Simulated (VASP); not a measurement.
# MoRu4 (P-6m2) in VASP: further runs

Runs on MoRu4. Level: PBE. Tasks: single point.

Everything below comes from runs of VASP 6.6.1. Logs are shortened: lines on timing, memory, paths and dates and some standing lists are left out, and cuts for length are marked.

## (1) The cell of the first run

Symmetry: P-6m2, No. 187, hexagonal system. Conventional cell: a = 2.738 Å, b = 2.738 Å, c = 21.865 Å, α = 90.00°, β = 90.00°, γ = 120.00°. Mo (site symmetry 3m) has 6 Ru at 2.71 to 2.76 Å and 6 Mo at 2.74 Å within 3.6 Å. Ru (site symmetry 3m) has 9 Ru at 2.70 to 2.74 Å and 3 Mo at 2.71 Å within 3.6 Å. Ru (site symmetry 3m) has 9 Ru at 2.67 to 2.74 Å and 3 Mo at 2.76 Å within 3.5 Å. Within 3.5 Å of Ru (site symmetry -6m2) lie 12 Ru at 2.65 to 2.74 Å. Within 3.5 Å of Ru (site symmetry -6m2) lie 12 Ru at 2.67 to 2.74 Å. Ru (site symmetry 3m) has 12 Ru at 2.65 to 2.74 Å within 3.5 Å.

## (2) Single point, PBE

INCAR reads:

```
SYSTEM = MoRu4
PREC = Accurate
ENCUT = 520
EDIFF = 1E-6
ISMEAR = 0
SIGMA = 0.1
LREAL = .FALSE.
LASPH = .TRUE.
NELM = 80
ALGO = Fast
ISIF = 2
LWAVE = .FALSE.
LCHARG = .TRUE.
GGA = PE
LELF = .TRUE.
LVHAR = .TRUE.
NBANDS = 81
```

KPOINTS reads:

```
regular mesh
0
G
  6 6 1
  0 0 0
```

POSCAR reads:

```
MoRu4
1.0
    2.7379350187     -0.0000000029      0.0000000000
   -1.3689675069      2.3711212816      0.0000000000
    0.0000000000      0.0000000000     21.8650622213
Mo Ru
2 8
Direct
    0.6666666667      0.3333333333      0.7983274081
    0.6666666667      0.3333333333      0.2016725919
    0.3333333333      0.6666666667      0.6973980325
    0.3333333333      0.6666666667      0.9017723106
    0.3333333333      0.6666666667      0.0982276894
    0.3333333333      0.6666666667      0.3026019675
    0.3333333333      0.6666666667      0.5000000000
    0.6666666667      0.3333333333      0.0000000000
    0.6666666667      0.3333333333      0.4029804972
    0.6666666667      0.3333333333      0.5970195028
```

Potentials or basis: VASP PAW PBE potentials, release 64 (Mo_sv, Ru_pv).

Command:

```bash
> cat potpaw_PBE.64/Mo_sv/POTCAR potpaw_PBE.64/Ru_pv/POTCAR > POTCAR
> mpirun -np 1 vasp_std > vasp.out
```

OUTCAR:

```text
SYSTEM = MoRu4
   PREC = Accurate
   ENCUT = 520
   EDIFF = 1E-6
   ISMEAR = 0
   LREAL = .FALSE.
   LASPH = .TRUE.
   NELM = 80
   ISIF = 2
   GGA = PE

 ion  position               nearest neighbor table
   1  0.667  0.333  0.798-   3 2.71   3 2.71   3 2.71   4 2.76   4 2.76   4 2.76
   2  0.667  0.333  0.202-   6 2.71   6 2.71   6 2.71   5 2.76   5 2.76   5 2.76
   3  0.333  0.667  0.697-  10 2.70  10 2.70  10 2.70   1 2.71   1 2.71   1 2.71
   4  0.333  0.667  0.902-   8 2.67   8 2.67   8 2.67   1 2.76   1 2.76   1 2.76
   5  0.333  0.667  0.098-   8 2.67   8 2.67   8 2.67   2 2.76   2 2.76   2 2.76
   6  0.333  0.667  0.303-   9 2.70   9 2.70   9 2.70   2 2.71   2 2.71   2 2.71
   7  0.333  0.667  0.500-   9 2.65  10 2.65   9 2.65  10 2.65   9 2.65  10 2.65
   8  0.667  0.333  0.000-   4 2.67   5 2.67   4 2.67   5 2.67   4 2.67   5 2.67
   9  0.667  0.333  0.403-   7 2.65   7 2.65   7 2.65   6 2.70   6 2.70   6 2.70
  10  0.667  0.333  0.597-   7 2.65   7 2.65   7 2.65   3 2.70   3 2.70   3 2.70

  LATTYP: Found a hexagonal cell.
 ALAT       =     2.7379350187
 C/A-ratio  =     7.9859682834

  Lattice vectors:

 A1 = (   2.7379350187,  -0.0000000029,   0.0000000000)
 A2 = (  -1.3689675069,   2.3711212816,   0.0000000000)
 A3 = (   0.0000000000,   0.0000000000,  21.8650622213)

Analysis of symmetry for initial positions (statically):
=====================================================================
 Subroutine PRICEL returns:
 Original cell was already a primitive cell.

 Routine SETGRP: Setting up the symmetry group for a
 hexagonal supercell.

 Subroutine GETGRP returns: Found 12 space group operations
 (whereof 12 operations were pure point group operations)
 out of a pool of 24 trial point group operations.

The static configuration has the point symmetry D_3h.

Analysis of symmetry for dynamics (positions and initial velocities):
=====================================================================
 Subroutine PRICEL returns:
 Original cell was already a primitive cell.

 Routine SETGRP: Setting up the symmetry group for a
 hexagonal supercell.

 Subroutine GETGRP returns: Found 12 space group operations
 (whereof 12 operations were pure point group operations)
 out of a pool of 24 trial point group operations.

The dynamic configuration has the point symmetry D_3h.

 Subroutine INISYM returns: Found 12 space group operations
 (whereof 12 operations are pure point group operations),
[... 101 lines left out ...]
   ISYM   =      2    0-nonsym 1-usesym 2-fastsym
   POTIM  = 0.5000    time-step for ionic-motion
   TEBEG  =    0.0;   TEEND  =   0.0 temperature during run
   PSTRESS=    0.0 pullay stress
   NELECT =     140.0000    total number of electrons
   NUPDOWN=      -1.0000    fix difference up-down
   EMIN   =  10.00;   EMAX   =-10.00  energy-range for DOS
   EFERMI =   0.00;   METHOD = LEGACY
   ISMEAR =     0;   SIGMA  =   0.10  broadening in eV -4-tet -1-fermi 0-gaus
   EFERMI_NEDOS =   21; number of points for ismear=-14 and -15
   IALGO  =     68    algorithm
   IMIX   =      4    mixing-type and parameters
     AMIX     =   0.40;   BMIX     =  1.00
     AMIX_MAG =   1.60;   BMIX_MAG =  1.00
  volume/ion in A,a.u.               =      14.19        95.79
  Fermi-wavevector in a.u.,A,eV,Ry     =   1.629577  3.079455 36.130573  2.655522
  Thomas-Fermi vector in A             =   2.722020
   LORBIT       =      0    0 simple, 1 ext, 2 COOP (PROOUT), +10 PAW based schemes
   GGA     = PE    functional components
   LHFCALC =     F    Hartree Fock is set to
   AEXX    =    0.0000 exact exchange contribution
   IVDW    =     0    specifies the selected vdW correction
   LEPSILON=     F    determine dielectric tensor
   LRPA    =     F    only Hartree local field effects (RPA)
 non-spin polarized calculation
 RMM-DIIS sequential band-by-band and
 Gauss-broadening in eV      SIGMA  =   0.10
  energy-cutoff  :      520.00
  volume of cell :      141.95
 maximum number of plane-waves:      3843
   NGX = 11   NGY = 11   NGZ = 81

 number of electron     140.0000007 magnetization

 Free energy of the ion-electron system (eV)
  ---------------------------------------------------
  ext. energy  EPLUGINS =         0.00000000
  ---------------------------------------------------
  free energy    TOTEN  =       -95.29401396 eV

  energy without entropy =      -95.21560437  energy(sigma->0) =      -95.25480916

 E-fermi :  12.2980     XC(G=0): -13.8629

 val. band max:       12.2970521086   @ k =   0.5000  -0.0000   0.0000
 cond. band min:      12.3032279740   @ k =   0.1667   0.0000   0.0000
 fundamental gap:      0.0061758655
 Fermi energy:        12.2980199656

 k-point     1 :       0.0000    0.0000    0.0000
  band No.  band energies     occupation
      1     -48.3654      2.00000
      2     -48.3654      2.00000
      3     -31.1935      2.00000
      4     -30.8706      2.00000
      5     -30.8061      2.00000
      6     -30.5240      2.00000
[... 577 lines left out ...]
     80      14.3339      0.00000
     81      15.1921      0.00000

------------------------ aborting loop because EDIFF is reached ----------------------------------------

  FORCE on cell =-STRESS in cart. coord.  units (eV):
  Direction    XX          YY          ZZ          XY          YZ          ZX
  --------------------------------------------------------------------------------------
  -------------------------------------------------------------------------------------
  Total        0.1090337      0.1090337     -0.0635535     -0.0000000      0.0000000      0.0000000
  in kB        1.2306765      1.2306765     -0.7173358     -0.0000000      0.0000000      0.0000000
  external PRESSURE =       0.5813391 kB  Pullay stress =       0.0000000 kB

 VOLUME and BASIS-vectors are now :
 -----------------------------------------------------------------------------
  energy-cutoff  :      520.00
  volume of cell :      141.95
      direct lattice vectors                 reciprocal lattice vectors
     2.737935019 -0.000000003  0.000000000     0.365238763  0.210870698  0.000000000
    -1.368967507  2.371121282  0.000000000     0.000000000  0.421741397  0.000000000
     0.000000000  0.000000000 21.865062221     0.000000000  0.000000000  0.045735063

 POSITION                                       TOTAL-FORCE (eV/Angst)
 -----------------------------------------------------------------------------------
      1.36897      0.79037     17.45548         0.000000     -0.000000      0.012141
      1.36897      0.79037      4.40958         0.000000     -0.000000     -0.012141
      0.00000      1.58075     15.24865        -0.000000      0.000000     -0.003596
      0.00000      1.58075     19.71731         0.000000      0.000000      0.003017
      0.00000      1.58075      2.14775         0.000000      0.000000     -0.003017
      0.00000      1.58075      6.61641        -0.000000     -0.000000      0.003596
      0.00000      1.58075     10.93253        -0.000000      0.000000      0.000000
      1.36897      0.79037      0.00000        -0.000000     -0.000000      0.000000
      1.36897      0.79037      8.81119        -0.000000     -0.000000     -0.003164
      1.36897      0.79037     13.05387        -0.000000      0.000000      0.003164
 -----------------------------------------------------------------------------------
    total drift:                               -0.000000      0.000000      0.000000

  FREE ENERGIE OF THE ION-ELECTRON SYSTEM (eV)
  ---------------------------------------------------
  free  energy   TOTEN  =       -95.2940139623 eV

  energy  without entropy=      -95.2156043653  energy(sigma->0) =      -95.25480916
```

OSZICAR:

```text
N       E                     dE             d eps       ncg     rms          rms(c)
DAV:   1     0.188971542660E+04    0.18897E+04   -0.84463E+04  1158   0.190E+03
DAV:   2    -0.745137306747E+01   -0.18972E+04   -0.18516E+04  1179   0.608E+02
DAV:   3    -0.981010998489E+02   -0.90650E+02   -0.86473E+02  1550   0.121E+02
[... 22 lines left out ...]
RMM:  26    -0.952940091531E+02   -0.30191E-05   -0.33361E-05   667   0.255E-03    0.978E-03
RMM:  27    -0.952940118874E+02   -0.27343E-05   -0.36522E-05   647   0.196E-03    0.688E-03
RMM:  28    -0.952940128379E+02   -0.95046E-06   -0.11509E-05   520   0.152E-03    0.606E-03
RMM:  29    -0.952940137166E+02   -0.87871E-06   -0.12626E-05   558   0.143E-03    0.432E-03
RMM:  30    -0.952940139623E+02   -0.24571E-06   -0.42696E-06   471   0.126E-03
   1 F= -.95294014E+02 E0= -.95254809E+02  d E =-.784096E-01
```

Wall time 1.9 min (1 thread of AMD EPYC 9R45 (Zen 5), shared host); peak memory 0.24 GiB.

Results:

- Free energy: -95.2940 eV
- Pressure: 0.1 GPa
- Largest force: 0.012 eV/Å
- Band gap on the k mesh: zero (band 70 reaches 13.84 eV, above the bottom of band 71 at 11.47 eV)

Forces on the atoms (eV/Å):
```
Mo   0.000  0.000  0.012
Mo   0.000  0.000 -0.012
Ru   0.000  0.000 -0.004
Ru   0.000  0.000  0.003
Ru   0.000  0.000 -0.003
Ru   0.000  0.000  0.004
Ru   0.000  0.000  0.000
Ru   0.000  0.000  0.000
Ru   0.000  0.000 -0.003
Ru   0.000  0.000  0.003
```

Caveat: the k points lie up to 0.44 Å⁻¹ apart.

## (3) Single point, PBE

This run uses another cell than the first one, of 14.29 Å³/atom, 1.007 times its volume.

INCAR reads:

```
SYSTEM = MoRu4
PREC = Accurate ; ENCUT = 520
EDIFF = 1E-6 ; ISMEAR = 0
SIGMA = 0.1 ; LREAL = .FALSE.
LASPH = .TRUE. ; NELM = 60
ALGO = Fast ; ISIF = 2
LWAVE = .FALSE. ; LCHARG = .TRUE.
GGA = PE ; LELF = .TRUE.
LVHAR = .TRUE. ; NBANDS = 81
```

KPOINTS reads:

```
Automatic mesh
0
G
  6 6 1
  0 0 0
```

POSCAR reads:

```
MoRu4
1.0
    2.7376662300      0.0000000000      0.0000000000
   -1.3688331100      2.3708885000      0.0000000000
    0.0000000000      0.0000000000     22.0230364100
Mo Ru
2 8
Direct
    0.6666666700      0.3333333300      0.8000000000
    0.6666666700      0.3333333300      0.2000000000
    0.3333333300      0.6666666700      0.7000000000
    0.3333333300      0.6666666700      0.9000000000
    0.3333333300      0.6666666700      0.1000000000
    0.3333333300      0.6666666700      0.3000000000
    0.3333333300      0.6666666700      0.5000000000
    0.6666666700      0.3333333300      0.0000000000
    0.6666666700      0.3333333300      0.4000000000
    0.6666666700      0.3333333300      0.6000000000
```

Potentials or basis: VASP PAW PBE potentials, release 64 (Mo_sv, Ru_pv).

Command:

```bash
> cat potpaw_PBE.64/Mo_sv/POTCAR potpaw_PBE.64/Ru_pv/POTCAR > POTCAR
> mpirun -np 1 vasp_std > vasp.out
```

OUTCAR:

```text
SYSTEM = MoRu4
   PREC = Accurate
   ENCUT = 520
   EDIFF = 1E-6
   ISMEAR = 0
   LREAL = .FALSE.
   LASPH = .TRUE.
   NELM = 60
   ISIF = 2
   GGA = PE

 ion  position               nearest neighbor table
   1  0.667  0.333  0.800-   3 2.71   4 2.71   3 2.71   4 2.71   3 2.71   4 2.71
   2  0.667  0.333  0.200-   6 2.71   5 2.71   6 2.71   5 2.71   6 2.71   5 2.71
   3  0.333  0.667  0.700-   1 2.71  10 2.71   1 2.71  10 2.71   1 2.71  10 2.71
   4  0.333  0.667  0.900-   1 2.71   8 2.71   1 2.71   8 2.71   1 2.71   8 2.71
   5  0.333  0.667  0.100-   2 2.71   8 2.71   2 2.71   8 2.71   2 2.71   8 2.71
   6  0.333  0.667  0.300-   2 2.71   9 2.71   2 2.71   9 2.71   2 2.71   9 2.71
   7  0.333  0.667  0.500-   9 2.71  10 2.71   9 2.71  10 2.71   9 2.71  10 2.71
   8  0.667  0.333  0.000-   4 2.71   5 2.71   4 2.71   5 2.71   4 2.71   5 2.71
   9  0.667  0.333  0.400-   6 2.71   7 2.71   6 2.71   7 2.71   6 2.71   7 2.71
  10  0.667  0.333  0.600-   3 2.71   7 2.71   3 2.71   7 2.71   3 2.71   7 2.71

  LATTYP: Found a hexagonal cell.
 ALAT       =     2.7376662300
 C/A-ratio  =     8.0444563215

  Lattice vectors:

 A1 = (   2.7376662300,   0.0000000000,   0.0000000000)
 A2 = (  -1.3688331100,   2.3708885000,   0.0000000000)
 A3 = (   0.0000000000,   0.0000000000,  22.0230364100)

Analysis of symmetry for initial positions (statically):
=====================================================================
 Subroutine PRICEL returns:
 Original cell was already a primitive cell.

 Routine SETGRP: Setting up the symmetry group for a
 hexagonal supercell.

 Subroutine GETGRP returns: Found 12 space group operations
 (whereof 12 operations were pure point group operations)
 out of a pool of 24 trial point group operations.

The static configuration has the point symmetry D_3h.

Analysis of symmetry for dynamics (positions and initial velocities):
[... 136 lines left out ...]
   AEXX    =    0.0000 exact exchange contribution
   IVDW    =     0    specifies the selected vdW correction
   LEPSILON=     F    determine dielectric tensor
   LRPA    =     F    only Hartree local field effects (RPA)
 non-spin polarized calculation
 RMM-DIIS sequential band-by-band and
 Gauss-broadening in eV      SIGMA  =   0.10
  energy-cutoff  :      520.00
  volume of cell :      142.94
 maximum number of plane-waves:      3869
   NGX = 11   NGY = 11   NGZ = 81

 number of electron     140.0000011 magnetization

 Free energy of the ion-electron system (eV)
  ---------------------------------------------------
  ext. energy  EPLUGINS =         0.00000000
  ---------------------------------------------------
  free energy    TOTEN  =       -95.20026985 eV

  energy without entropy =      -95.11601194  energy(sigma->0) =      -95.15814090

 E-fermi :  12.1424     XC(G=0): -13.8195

 val. band max:       12.1290949097   @ k =   0.3333   0.1667   0.0000
 cond. band min:      12.1428821810   @ k =   0.3333   0.1667   0.0000
 fundamental gap:      0.0137872712
 Fermi energy:        12.1424101599

 k-point     1 :       0.0000    0.0000    0.0000
  band No.  band energies     occupation
      1     -48.4738      2.00000
      2     -48.4738      2.00000
      3     -31.1866      2.00000
      4     -30.9158      2.00000
      5     -30.8908      2.00000
      6     -30.6626      2.00000
[... 577 lines left out ...]
     80      14.2181      0.00000
     81      15.1570      0.00000

------------------------ aborting loop because EDIFF is reached ----------------------------------------

  FORCE on cell =-STRESS in cart. coord.  units (eV):
  Direction    XX          YY          ZZ          XY          YZ          ZX
  --------------------------------------------------------------------------------------
  -------------------------------------------------------------------------------------
  Total       -0.6032175     -0.6032175     -4.2563882     -0.0000000      0.0000000      0.0000000
  in kB       -6.7610742     -6.7610742    -47.7070965     -0.0000000      0.0000000      0.0000000
  external PRESSURE =     -20.4097483 kB  Pullay stress =       0.0000000 kB

 VOLUME and BASIS-vectors are now :
 -----------------------------------------------------------------------------
  energy-cutoff  :      520.00
  volume of cell :      142.94
      direct lattice vectors                 reciprocal lattice vectors
     2.737666230  0.000000000  0.000000000     0.365274623  0.210891401  0.000000000
    -1.368833110  2.370888500  0.000000000     0.000000000  0.421782804  0.000000000
     0.000000000  0.000000000 22.023036410     0.000000000  0.000000000  0.045406999

 POSITION                                       TOTAL-FORCE (eV/Angst)
 -----------------------------------------------------------------------------------
      1.36883      0.79030     17.61843         0.000000     -0.000000     -0.034888
      1.36883      0.79030      4.40461         0.000000     -0.000000      0.034888
     -0.00000      1.58059     15.41613         0.000000     -0.000000     -0.458250
     -0.00000      1.58059     19.82073        -0.000000     -0.000000      0.531157
     -0.00000      1.58059      2.20230        -0.000000     -0.000000     -0.531157
     -0.00000      1.58059      6.60691         0.000000     -0.000000      0.458250
     -0.00000      1.58059     11.01152        -0.000000      0.000000     -0.000000
      1.36883      0.79030      0.00000         0.000000     -0.000000     -0.000000
      1.36883      0.79030      8.80921        -0.000000     -0.000000      0.436398
      1.36883      0.79030     13.21382        -0.000000     -0.000000     -0.436398
 -----------------------------------------------------------------------------------
    total drift:                               -0.000020      0.000012      0.000000

  FREE ENERGIE OF THE ION-ELECTRON SYSTEM (eV)
  ---------------------------------------------------
  free  energy   TOTEN  =       -95.2002698529 eV

  energy  without entropy=      -95.1160119416  energy(sigma->0) =      -95.15814090
```

OSZICAR:

```text
N       E                     dE             d eps       ncg     rms          rms(c)
DAV:   1     0.188367349228E+04    0.18837E+04   -0.85120E+04  1142   0.191E+03
DAV:   2    -0.163606672966E+02   -0.19000E+04   -0.18548E+04  1179   0.608E+02
DAV:   3    -0.995722158232E+02   -0.83212E+02   -0.79258E+02  1481   0.120E+02
[... 23 lines left out ...]
RMM:  27    -0.952002641119E+02   -0.30892E-05   -0.30783E-05   591   0.199E-03    0.120E-03
RMM:  28    -0.952002670742E+02   -0.29623E-05   -0.29667E-05   490   0.155E-03    0.594E-04
RMM:  29    -0.952002682249E+02   -0.11506E-05   -0.11499E-05   422   0.139E-03    0.388E-04
RMM:  30    -0.952002694019E+02   -0.11770E-05   -0.11840E-05   302   0.112E-03    0.613E-04
RMM:  31    -0.952002698529E+02   -0.45107E-06   -0.45491E-06   269   0.106E-03
   1 F= -.95200270E+02 E0= -.95158141E+02  d E =-.842579E-01
```

stdout:

```text
POSCAR found type information on POSCAR MoRu
 POSCAR found :  2 types and      10 ions
 scaLAPACK will be used
 LDA part: xc-table for (Slater+PW92), standard interpolation
 POSCAR, INCAR and KPOINTS ok, starting setup
 FFT: planning ... GRIDC
 FFT: planning ... GRID_SOFT
 FFT: planning ... GRID
 WAVECAR not read
 entering main loop
```

Run time: 2.4 min. Hardware: 1 thread of AMD EPYC 9R45 (Zen 5), shared host; peak memory 0.24 GiB.

Results:

- Free energy: -95.2003 eV
- Pressure: -2.0 GPa
- Largest force: 0.531 eV/Å
- Band gap on the k mesh: zero (band 70 reaches 13.75 eV, above the bottom of band 71 at 11.30 eV)

Forces on the atoms (eV/Å):
```
Mo   0.000  0.000 -0.035
Mo   0.000  0.000  0.035
Ru   0.000  0.000 -0.458
Ru   0.000  0.000  0.531
Ru   0.000  0.000 -0.531
Ru   0.000  0.000  0.458
Ru   0.000  0.000  0.000
Ru   0.000  0.000  0.000
Ru   0.000  0.000  0.436
Ru   0.000  0.000 -0.436
```

Levels at points of the mesh, in eV from the Fermi level:
| k point | band 67 | band 68 | band 69 | band 70 | band 71 | band 72 |
| --- | --- | --- | --- | --- | --- | --- |
| (0.00, 0.00, 0.00) | -1.03 | -0.85 | -0.85 | -0.85 | -0.85 | -0.30 |
| (0.50, 0.00, 0.00) | 0.71 | 1.19 | 1.42 | 1.61 | 1.64 | 1.66 |

Caveat: the k points lie up to 0.44 Å⁻¹ apart.
